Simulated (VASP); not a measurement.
# Cu12Si in VASP: single point with PBE+D3(BJ)

Aim: the single point of Cu12Si with PBE+D3(BJ).

Everything below comes from runs of VASP 6.6.1. Logs are shortened: lines on timing, memory, paths and dates and some standing lists are left out, and cuts for length are marked.

## 1. The cell of the first run

The cell holds a slab with vacuum, 13 atoms: a = 5.038 Å, b = 5.038 Å, c = 21.121 Å, α = 90.00°, β = 90.00°, γ = 120.00°.

## 2. Single point, PBE+D3(BJ)

Input file INCAR:

```
SYSTEM = Cu12Si
PREC     = Accurate       ! precision mode
ENCUT    = 520            ! plane-wave cutoff, eV
EDIFF    = 1E-6           ! SCF threshold, eV
ISMEAR   = 0              ! smearing method
SIGMA    = 0.1            ! smearing width, eV
LREAL    = .False.        ! projectors in reciprocal space
LASPH    = .True.         ! aspherical terms in the spheres
NELM     = 60             ! most SCF steps
ALGO     = Normal         ! electronic algorithm
ISIF     = 2              ! what is computed and relaxed
LWAVE    = .False.        ! write WAVECAR
LCHARG   = .False.        ! write CHGCAR
LDIPOL   = .True.       
IDIPOL   = 3            
DIPOL    = 0.5 0.5 0.305
GGA      = PE             ! functional
IVDW     = 12             ! dispersion correction
NBANDS   = 80             ! bands
```

Input file KPOINTS:

```
Automatic mesh
0
Gamma
  6 6 1
  0 0 0
```

Input file POSCAR:

```
Cu12Si
1.0
    5.0378287988      0.0000000000      0.0000000000
   -2.5189143994      4.3628877197      0.0000000000
    0.0000000000      0.0000000000     21.1210738952
Cu Si
12 1
Direct
    0.3333333333      0.1666666667      0.1893843097
    0.3333333333      0.6666666667      0.1893843097
    0.8333333333      0.1666666667      0.1893843097
    0.8333333333      0.6666666667      0.1893843097
    0.1666666667      0.3333333333      0.2869418959
    0.1666666667      0.8333333333      0.2869418959
    0.6666666667      0.3333333333      0.2869418959
    0.6666666667      0.8333333333      0.2869418959
    0.0000000000      0.0000000000      0.3845009934
    0.0000000000      0.5000000000      0.3845009934
    0.5000000000      0.0000000000      0.3845009934
    0.5000000000      0.5000000000      0.3845009934
    0.0000000000      0.0000000000      0.5265392257
```

Potentials or basis: VASP PAW PBE potentials, release 64 (Cu, Si).

The run is started by

```console
$ cat potpaw_PBE.64/Cu/POTCAR potpaw_PBE.64/Si/POTCAR > POTCAR
$ mpirun -np 1 vasp_std > vasp.out
```

OUTCAR:

```text
SYSTEM = Cu12Si
   PREC = Accurate
   ENCUT = 520
   EDIFF = 1E-6
   ISMEAR = 0
   LREAL = .False.
   LASPH = .True.
   NELM = 60
   ISIF = 2
   GGA = PE
   IVDW = 12
 IVDW          = 12

 ion  position               nearest neighbor table
   1  0.333  0.167  0.189-   3 2.52   3 2.52   4 2.52   2 2.52   2 2.52   4 2.52   5 2.52   7 2.52
                             6 2.52
   2  0.333  0.667  0.189-   4 2.52   4 2.52   1 2.52   1 2.52   3 2.52   3 2.52   6 2.52   8 2.52
                             5 2.52
   3  0.833  0.167  0.189-   1 2.52   1 2.52   4 2.52   4 2.52   2 2.52   2 2.52   7 2.52   5 2.52
                             8 2.52
   4  0.833  0.667  0.189-   2 2.52   2 2.52   3 2.52   3 2.52   1 2.52   1 2.52   8 2.52   6 2.52
                             7 2.52
   5  0.167  0.333  0.287-   7 2.52   7 2.52   8 2.52   6 2.52   6 2.52   8 2.52   1 2.52   3 2.52
                             2 2.52  12 2.52   9 2.52  10 2.52
   6  0.167  0.833  0.287-   8 2.52   8 2.52   5 2.52   5 2.52   7 2.52   7 2.52   2 2.52   4 2.52
                             1 2.52  11 2.52  10 2.52   9 2.52
   7  0.667  0.333  0.287-   5 2.52   5 2.52   8 2.52   8 2.52   6 2.52   6 2.52   3 2.52   1 2.52
                             4 2.52  10 2.52  11 2.52  12 2.52
   8  0.667  0.833  0.287-   6 2.52   6 2.52   7 2.52   7 2.52   5 2.52   5 2.52   4 2.52   2 2.52
                             3 2.52   9 2.52  12 2.52  11 2.52
   9  0.000  0.000  0.385-  11 2.52  11 2.52  12 2.52  10 2.52  10 2.52  12 2.52   8 2.52   5 2.52
                             6 2.52
  10  0.000  0.500  0.385-  12 2.52  12 2.52   9 2.52   9 2.52  11 2.52  11 2.52   7 2.52   6 2.52
                             5 2.52
  11  0.500  0.000  0.385-   9 2.52   9 2.52  12 2.52  12 2.52  10 2.52  10 2.52   6 2.52   7 2.52
                             8 2.52
  12  0.500  0.500  0.385-  10 2.52  10 2.52  11 2.52  11 2.52   9 2.52   9 2.52   5 2.52   8 2.52
                             7 2.52
  13  0.000  0.000  0.527-

  LATTYP: Found a hexagonal cell.
 ALAT       =     5.0378287988
 C/A-ratio  =     4.1924953663

  Lattice vectors:

 A1 = (   5.0378287988,   0.0000000000,   0.0000000000)
 A2 = (  -2.5189143994,   4.3628877197,   0.0000000000)
 A3 = (   0.0000000000,   0.0000000000,  21.1210738952)

Analysis of symmetry for initial positions (statically):
=====================================================================
 Subroutine PRICEL returns:
 Original cell was already a primitive cell.

 Routine SETGRP: Setting up the symmetry group for a
 hexagonal supercell.

 Subroutine GETGRP returns: Found  6 space group operations
 (whereof  6 operations were pure point group operations)
 out of a pool of 24 trial point group operations.

The static configuration has the point symmetry C_3v.

Analysis of symmetry for dynamics (positions and initial velocities):
=====================================================================
 Subroutine PRICEL returns:
 Original cell was already a primitive cell.

 Routine SETGRP: Setting up the symmetry group for a
 hexagonal supercell.

 Subroutine GETGRP returns: Found  6 space group operations
 (whereof  6 operations were pure point group operations)
 out of a pool of 24 trial point group operations.

The dynamic configuration has the point symmetry C_3v.

 Subroutine INISYM returns: Found  6 space group operations
 (whereof  6 operations are pure point group operations),
 and found     1 'primitive' translations

----------------------------------------------------------------------------------------

                                     Primitive cell

  volume of cell :     464.2303

  direct lattice vectors                    reciprocal lattice vectors
     5.037828799  0.000000000  0.000000000     0.198498210  0.114602995  0.000000000
    -2.518914399  4.362887720  0.000000000     0.000000000  0.229205990  0.000000000
     0.000000000  0.000000000 21.121073895     0.000000000  0.000000000  0.047346077

  length of vectors
     5.037828799  5.037828799 21.121073895     0.229205990  0.229205990  0.047346077

  position of ions in fractional coordinates (direct lattice)
     0.333333333  0.166666667  0.189384310
     0.333333333  0.666666667  0.189384310
     0.833333333  0.166666667  0.189384310
     0.833333333  0.666666667  0.189384310
[... 45 lines left out ...]
     0.000000000  0.000000000  0.000000000

 Subroutine IBZKPT returns following result:
 ===========================================

 Found      7 irreducible k-points:

 Following reciprocal coordinates:
            Coordinates               Weight
  0.000000  0.000000  0.000000      1.000000
  0.166667  0.000000  0.000000      6.000000
  0.333333  0.000000  0.000000      6.000000
  0.500000 -0.000000  0.000000      3.000000
  0.166667  0.166667  0.000000      6.000000
  0.333333  0.166667  0.000000     12.000000
  0.333333  0.333333  0.000000      2.000000
   k-points           NKPTS =      7   k-points in BZ     NKDIM =      7   number of bands    NBANDS=     80
   number of dos      NEDOS =    301   number of ions     NIONS =     13
   total plane-waves  NPLWV = 256000
   dimension x,y,z NGX =    40 NGY =   40 NGZ =  160
   dimension x,y,z NGXF=    80 NGYF=   80 NGZF=  320
   ions per type =              12   1
   NGX,Y,Z   is equivalent  to a cutoff of  13.20, 13.20, 12.59 a.u.
   NGXF,Y,Z  is equivalent  to a cutoff of  26.40, 26.40, 25.19 a.u.
 SYSTEM =  Cu12Si
   PREC   = accura    normal or accurate (medium, high low for compatibility)
   ISTART =      0    job   : 0-new  1-cont  2-samecut
   ICHARG =      2    charge: 1-file 2-atom 10-const
   ISPIN  =      1    spin polarized calculation?
   LNONCOLLINEAR =      F non collinear calculations
   LSORBIT =      F    spin-orbit coupling
   LASPH  =      T    aspherical Exc in radial PAW
   ENCUT  =  520.0 eV  38.22 Ry    6.18 a.u.   9.37  9.37 39.27*2*pi/ulx,y,z
   NELM   =     60;   NELMIN=  2; NELMDL= -5     # of ELM steps
   EDIFF  = 0.1E-05   stopping-criterion for ELM
   LREAL  =      F    real-space projection
   EDIFFG = 0.1E-04   stopping-criterion for IOM
   NSW    =      0    number of steps for IOM
   IBRION =     -1    ionic relax: 0-MD 1-quasi-New 2-CG
   NFREE  =      0    steps in history (QN), initial steepest desc. (CG)
   ISIF   =      2    stress and relaxation
   ISYM   =      2    0-nonsym 1-usesym 2-fastsym
   POTIM  = 0.5000    time-step for ionic-motion
   TEBEG  =    0.0;   TEEND  =   0.0 temperature during run
   PSTRESS=    0.0 pullay stress
   NELECT =     136.0000    total number of electrons
   NUPDOWN=      -1.0000    fix difference up-down
   EMIN   =  10.00;   EMAX   =-10.00  energy-range for DOS
   EFERMI =   0.00;   METHOD = LEGACY
   ISMEAR =     0;   SIGMA  =   0.10  broadening in eV -4-tet -1-fermi 0-gaus
   EFERMI_NEDOS =   21; number of points for ismear=-14 and -15
   IALGO  =     38    algorithm
   IMIX   =      4    mixing-type and parameters
     AMIX     =   0.40;   BMIX     =  1.00
     AMIX_MAG =   1.60;   BMIX_MAG =  1.00
  volume/ion in A,a.u.               =      35.71       240.98
  Fermi-wavevector in a.u.,A,eV,Ry     =   1.087285  2.054670 16.084648  1.182188
  Thomas-Fermi vector in A             =   2.223441
   LORBIT       =      0    0 simple, 1 ext, 2 COOP (PROOUT), +10 PAW based schemes
   GGA     = PE    functional components
   LHFCALC =     F    Hartree Fock is set to
   AEXX    =    0.0000 exact exchange contribution
   IVDW    =    12    specifies the selected vdW correction
   LEPSILON=     F    determine dielectric tensor
   LRPA    =     F    only Hartree local field effects (RPA)
 non-spin polarized calculation
 Gauss-broadening in eV      SIGMA  =   0.10
  energy-cutoff  :      520.00
  volume of cell :      464.23
 maximum number of plane-waves:     12559
 NGX is ok and might be reduce to    40
   NGX = 19   NGY = 19   NGZ = 79

 dipolmoment           0.000000      0.000000      0.000711 electrons x Angstroem

 number of electron     136.0000037 magnetization

 dipolmoment           0.000000      0.000000     -0.059866 electrons x Angstroem

 Free energy of the ion-electron system (eV)
  ---------------------------------------------------
  ext. energy  EPLUGINS =         0.00000000
  ---------------------------------------------------
  free energy    TOTEN  =       -43.36733827 eV

  energy without entropy =      -43.28649148  energy(sigma->0) =      -43.32691487

 E-fermi :  -0.4104     XC(G=0):  -5.4263

 val. band max:       -0.4116070822   @ k =   0.1667   0.0000   0.0000
 cond. band min:      -0.3894311284   @ k =   0.3333   0.0000   0.0000
 fundamental gap:      0.0221759538
 Fermi energy:        -0.4104430979

 k-point     1 :       0.0000    0.0000    0.0000
  band No.  band energies     occupation
      1      -9.2796      2.00000
      2      -7.4665      2.00000
      3      -6.8894      2.00000
      4      -5.7209      2.00000
      5      -5.3311      2.00000
      6      -5.3311      2.00000
[... 570 lines left out ...]
     79       4.0369      0.00000
     80       4.5170      0.00000

------------------------ aborting loop because EDIFF is reached ----------------------------------------

 vacuum level on the upper side and lower side of the slab       (xc-potential included)        -0.475         0.071

 Edisp (eV)   -5.18603

 E8    (eV) :    -2.3128

  FORCE on cell =-STRESS in cart. coord.  units (eV):
  Direction    XX          YY          ZZ          XY          YZ          ZX
  --------------------------------------------------------------------------------------
  -------------------------------------------------------------------------------------
  Total      -4.98368    -4.98368    -4.93582    -0.00000     0.00000     0.00000
  in kB     -17.19995   -17.19995   -17.03478    -0.00000     0.00000     0.00000
  external pressure =      -17.14 kB  Pullay stress =        0.00 kB

 VOLUME and BASIS-vectors are now :
 -----------------------------------------------------------------------------
  energy-cutoff  :      520.00
  volume of cell :      464.23
      direct lattice vectors                 reciprocal lattice vectors
     5.037828799  0.000000000  0.000000000     0.198498210  0.114602995  0.000000000
    -2.518914399  4.362887720  0.000000000     0.000000000  0.229205990  0.000000000
     0.000000000  0.000000000 21.121073895     0.000000000  0.000000000  0.047346077

 POSITION                                       TOTAL-FORCE (eV/Angst)
 -----------------------------------------------------------------------------------
      1.25946      0.72715      4.00000        -0.019490     -0.011253     -0.100295
     -0.00000      2.90859      4.00000        -0.000000      0.000000     -0.094530
      3.77837      0.72715      4.00000         0.019490     -0.011253     -0.100295
      2.51891      2.90859      4.00000         0.000000      0.022505     -0.100295
      0.00000      1.45430      6.06052         0.000000      0.021441      0.027555
     -1.25946      3.63574      6.06052         0.018568     -0.010720      0.027555
      2.51891      1.45430      6.06052        -0.000000      0.000000      0.028767
      1.25946      3.63574      6.06052        -0.018568     -0.010720      0.027555
      0.00000      0.00000      8.12107        -0.000000      0.000000      1.049783
     -1.25946      2.18144      8.12107         0.002535      0.001464      0.434893
      2.51891      0.00000      8.12107         0.000000     -0.002927      0.434893
      1.25946      2.18144      8.12107        -0.002535      0.001464      0.434893
      0.00000      0.00000     11.12107        -0.000000      0.000000     -2.070480
 -----------------------------------------------------------------------------------
    total drift:                               -0.000000     -0.000003      0.002109

  FREE ENERGIE OF THE ION-ELECTRON SYSTEM (eV)
  ---------------------------------------------------
  free  energy   TOTEN  =       -48.5533690453 eV

  energy  without entropy=      -48.4725222494  energy(sigma->0) =      -48.51294565

 vacuum level on the upper side and lower side of the slab         3.755         4.314
```

Run time: 9.3 min. Hardware: 1 thread of Intel Xeon Platinum 8488C (Sapphire Rapids), shared host; peak memory 0.61 GiB.

Results:

```yaml
Free_energy: -48.5534 eV
Largest_force: 2.070 eV/Å
Band_gap_on_the_k_mesh: zero (bands 68 and 69 overlap by 0.13 eV)
Dispersion_energy_per_atom: -0.399 eV
```

Forces on the atoms (eV/Å):
```
Cu  -0.019 -0.011 -0.100
Cu   0.000  0.000 -0.095
Cu   0.019 -0.011 -0.100
Cu   0.000  0.023 -0.100
Cu   0.000  0.021  0.028
Cu   0.019 -0.011  0.028
Cu   0.000  0.000  0.029
Cu  -0.019 -0.011  0.028
Cu   0.000  0.000  1.050
Cu   0.003  0.001  0.435
Cu   0.000 -0.003  0.435
Cu  -0.003  0.001  0.435
Si   0.000  0.000 -2.070
```

Levels at points of the mesh, in eV from the Fermi level:
| k point | band 65 | band 66 | band 67 | band 68 | band 69 | band 70 | band 71 | band 72 |
| --- | --- | --- | --- | --- | --- | --- | --- | --- |
| (0.00, 0.00, 0.00) | -0.51 | -0.01 | -0.01 | 0.05 | 0.78 | 0.78 | 1.25 | 1.39 |
| (0.50, 0.00, 0.00) | -1.51 | -0.47 | -0.22 | 0.04 | 0.07 | 0.54 | 0.71 | 1.06 |
